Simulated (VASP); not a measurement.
# LiY3 in VASP: further runs, part 2 of 2

VASP 6.6.1.

**3. Single point, r2SCAN (strained)**

POSCAR

```
LiY3
1.0
    0.0000000000      3.9399814771      3.9399814771
    3.9399814771      0.0000000000      3.9399814771
    3.9399814771      3.9399814771      0.0000000000
Li Y
1 3
Direct
    0.0000000000      0.0000000000      0.0000000000
    0.2500000000      0.2500000000      0.2500000000
    0.7500000000      0.7500000000      0.7500000000
    0.5000000000      0.5000000000      0.5000000000
```

INCAR.step1

```
ALGO = Normal
EDIFF = 1E-4
ENCUT = 520
GGA = PE
ISMEAR = 0
LASPH = True
LCHARG = False
LREAL = False
LWAVE = True
NBANDS = 26
NELM = 100
PREC = Accurate
SIGMA = 0.1
```

INCAR.step2

```
ALGO = Normal
EDIFF = 1E-7
ENCUT = 520
ISIF = 2
ISMEAR = 0
ISTART = 1
LASPH = True
LCHARG = False
LMIXTAU = True
LREAL = False
LWAVE = False
METAGGA = R2SCAN
NBANDS = 26
NELM = 100
PREC = Accurate
SIGMA = 0.1
```

KPOINTS

```
k-points
0
Gamma
  10 10 10
```

Potentials or basis: VASP PAW PBE potentials, release 64 (Li_sv, Y_sv).

Launch:

```console
> cat potpaw_PBE.64/Li_sv/POTCAR potpaw_PBE.64/Y_sv/POTCAR > POTCAR
> cp INCAR.step1 INCAR
> mpirun -np 1 vasp_std > vasp.out
> cp INCAR.step2 INCAR
> mpirun -np 1 vasp_std > vasp.out
```

OUTCAR:

```text
EDIFF = 1E-7
   ENCUT = 520
   ISIF = 2
   ISMEAR = 0
   ISTART = 1
   LASPH = True
   LREAL = False
   METAGGA = R2SCAN
   NELM = 100
   PREC = Accurate

 ion  position               nearest neighbor table
   1  0.000  0.000  0.000-   3 3.41   3 3.41   3 3.41   2 3.41   3 3.41   2 3.41   2 3.41   2 3.41

   2  0.250  0.250  0.250-   1 3.41   1 3.41   1 3.41   1 3.41   4 3.41   4 3.41   4 3.41   4 3.41
                             3 3.94   3 3.94   3 3.94   3 3.94   3 3.94   3 3.94
   3  0.750  0.750  0.750-   4 3.41   4 3.41   4 3.41   1 3.41   4 3.41   1 3.41   1 3.41   1 3.41
                             2 3.94   2 3.94   2 3.94   2 3.94   2 3.94   2 3.94
   4  0.500  0.500  0.500-   2 3.41   2 3.41   2 3.41   2 3.41   3 3.41   3 3.41   3 3.41   3 3.41

  LATTYP: Found a face centered cubic cell.
 ALAT       =     7.8799629542

  Lattice vectors:

 A1 = (   0.0000000000,   3.9399814771,   3.9399814771)
 A2 = (   3.9399814771,   0.0000000000,   3.9399814771)
 A3 = (   3.9399814771,   3.9399814771,   0.0000000000)

Analysis of symmetry for initial positions (statically):
=====================================================================
 Subroutine PRICEL returns:
 Original cell was already a primitive cell.

 Routine SETGRP: Setting up the symmetry group for a
 face centered cubic supercell.

 Subroutine GETGRP returns: Found 48 space group operations
 (whereof 48 operations were pure point group operations)
 out of a pool of 48 trial point group operations.

The static configuration has the point symmetry O_h .

Analysis of symmetry for dynamics (positions and initial velocities):
=====================================================================
 Subroutine PRICEL returns:
 Original cell was already a primitive cell.

 Routine SETGRP: Setting up the symmetry group for a
 face centered cubic supercell.

 Subroutine GETGRP returns: Found 48 space group operations
[... 126 lines left out ...]
     AMIX     =   0.40;   BMIX     =  1.00
     AMIX_MAG =   1.60;   BMIX_MAG =  1.00
  volume/ion in A,a.u.               =      30.58       206.37
  Fermi-wavevector in a.u.,A,eV,Ry     =   1.088942  2.057802 16.133721  1.185795
  Thomas-Fermi vector in A             =   2.225135
   LORBIT       =      0    0 simple, 1 ext, 2 COOP (PROOUT), +10 PAW based schemes
   METAGGA = R2SCAN    functional components
   LHFCALC =     F    Hartree Fock is set to
   AEXX    =    0.0000 exact exchange contribution
   IVDW    =     0    specifies the selected vdW correction
   LEPSILON=     F    determine dielectric tensor
   LRPA    =     F    only Hartree local field effects (RPA)
 non-spin polarized calculation
 Gauss-broadening in eV      SIGMA  =   0.10
  energy-cutoff  :      520.00
  volume of cell :      122.32
 maximum number of plane-waves:      3315
 NGX is ok and might be reduce to    42
   NGX = 21   NGY = 21   NGZ = 21

 number of electron      36.0000006 magnetization

 Free energy of the ion-electron system (eV)
  ---------------------------------------------------
  ext. energy  EPLUGINS =         0.00000000
  ---------------------------------------------------
  free energy    TOTEN  =       -62.38759158 eV

  energy without entropy =      -62.37220476  energy(sigma->0) =      -62.37989817

 E-fermi :   2.5794     XC(G=0):  -9.5329

 val. band max:        2.4565382490   @ k =   0.2000   0.0000   0.0000
 cond. band min:       2.5795095124   @ k =   0.3000   0.2000   0.0000
 fundamental gap:      0.1229712634
 Fermi energy:         2.5793653305

 k-point     1 :       0.0000    0.0000    0.0000
  band No.  band energies     occupation
      1     -44.6870      2.00000
      2     -42.0613      2.00000
      3     -42.0194      2.00000
      4     -41.8811      2.00000
      5     -21.4503      2.00000
      6     -21.4503      2.00000
[... 685 lines left out ...]
     25       5.2224      0.00000
     26       5.7918      0.00000

 [... further k-points ...]

------------------------ aborting loop because EDIFF is reached ----------------------------------------

  FORCE on cell =-STRESS in cart. coord.  units (eV):
  Direction    XX          YY          ZZ          XY          YZ          ZX
  --------------------------------------------------------------------------------------
  -------------------------------------------------------------------------------------
  Total       -0.5002315     -0.5002315     -0.5002315     -0.0000000     -0.0000000      0.0000000
  in kB       -6.5519280     -6.5519280     -6.5519280     -0.0000000     -0.0000000      0.0000000
  external PRESSURE =      -6.5519280 kB  Pullay stress =       0.0000000 kB

 VOLUME and BASIS-vectors are now :
 -----------------------------------------------------------------------------
  energy-cutoff  :      520.00
  volume of cell :      122.32
      direct lattice vectors                 reciprocal lattice vectors
     0.000000000  3.939981477  3.939981477    -0.126904150  0.126904150  0.126904150
     3.939981477  0.000000000  3.939981477     0.126904150 -0.126904150  0.126904150
     3.939981477  3.939981477  0.000000000     0.126904150  0.126904150 -0.126904150

 POSITION                                       TOTAL-FORCE (eV/Angst)
 -----------------------------------------------------------------------------------
      0.00000      0.00000      0.00000        -0.000000     -0.000000      0.000000
      1.96999      1.96999      1.96999        -0.000000      0.000000     -0.000000
      5.90997      5.90997      5.90997         0.000000     -0.000000      0.000000
      3.93998      3.93998      3.93998        -0.000000     -0.000000      0.000000
 -----------------------------------------------------------------------------------
    total drift:                               -0.000000     -0.000000      0.000000

  FREE ENERGIE OF THE ION-ELECTRON SYSTEM (eV)
  ---------------------------------------------------
  free  energy   TOTEN  =       -62.3875915764 eV

  energy  without entropy=      -62.3722047621  energy(sigma->0) =      -62.37989817
```

OUTCAR.step1:

```text
EDIFF = 1E-4
   ENCUT = 520
   GGA = PE
   ISMEAR = 0
[... 928 lines left out ...]
      0.00000      0.00000      0.00000        -0.000000      0.000000     -0.000000
      1.96999      1.96999      1.96999         0.000000      0.000000      0.000000
      5.90997      5.90997      5.90997         0.000000     -0.000000     -0.000000
      3.93998      3.93998      3.93998        -0.000000      0.000000     -0.000000
 -----------------------------------------------------------------------------------
    total drift:                               -0.000000     -0.000000      0.000000

  FREE ENERGIE OF THE ION-ELECTRON SYSTEM (eV)
  ---------------------------------------------------
  free  energy   TOTEN  =       -20.4441511505 eV

  energy  without entropy=      -20.4242423384  energy(sigma->0) =      -20.43419674
```

OSZICAR.step1:

```text
N       E                     dE             d eps       ncg     rms          rms(c)
DAV:   1     0.175051403476E+03    0.17505E+03   -0.16760E+04  2444   0.130E+03
DAV:   2    -0.273382019238E+01   -0.17779E+03   -0.17321E+03  2874   0.312E+02
DAV:   3    -0.206905685818E+02   -0.17957E+02   -0.17699E+02  4572   0.545E+01
DAV:   4    -0.215892540792E+02   -0.89869E+00   -0.89504E+00  3240   0.150E+01
DAV:   5    -0.216301754328E+02   -0.40921E-01   -0.40906E-01  3812   0.267E+00    0.339E+01
DAV:   6    -0.205268470742E+02    0.11033E+01   -0.21557E+00  2594   0.544E+00    0.214E+01
DAV:   7    -0.204838451245E+02    0.43002E-01   -0.26982E+00  3580   0.594E+00    0.291E+00
DAV:   8    -0.204465369906E+02    0.37308E-01   -0.60516E-01  2846   0.298E+00    0.823E-01
DAV:   9    -0.204447964646E+02    0.17405E-02   -0.46592E-02  3454   0.112E+00    0.415E-01
DAV:  10    -0.204442020127E+02    0.59445E-03   -0.11439E-02  3206   0.513E-01    0.122E-01
DAV:  11    -0.204441432766E+02    0.58736E-04   -0.18407E-03  3270   0.246E-01    0.442E-02
DAV:  12    -0.204441511505E+02   -0.78739E-05   -0.13437E-04  1790   0.716E-02
   1 F= -.20444151E+02 E0= -.20434197E+02  d E =-.199088E-01
```

It took 15 min on 1 thread of Intel Xeon 6975P-C (Granite Rapids), shared host; peak memory 0.39 GiB.

What came out:

```
Free energy            : -62.3876 eV
Band gap on the k mesh : zero (bands 18 and 19 overlap by 0.86 eV)
```

Caveat: the cell differs from its parent crystal (strained); the cutoff is under 1.25 times the usual one of these potentials, so pressure, stress and relaxed cells hold a basis-set (Pulay) error; the PAW data sets were made with another functional, which shifts forces and pressure a little.

The gap in the log of VASP goes by the Fermi energy; the results here count the filled bands.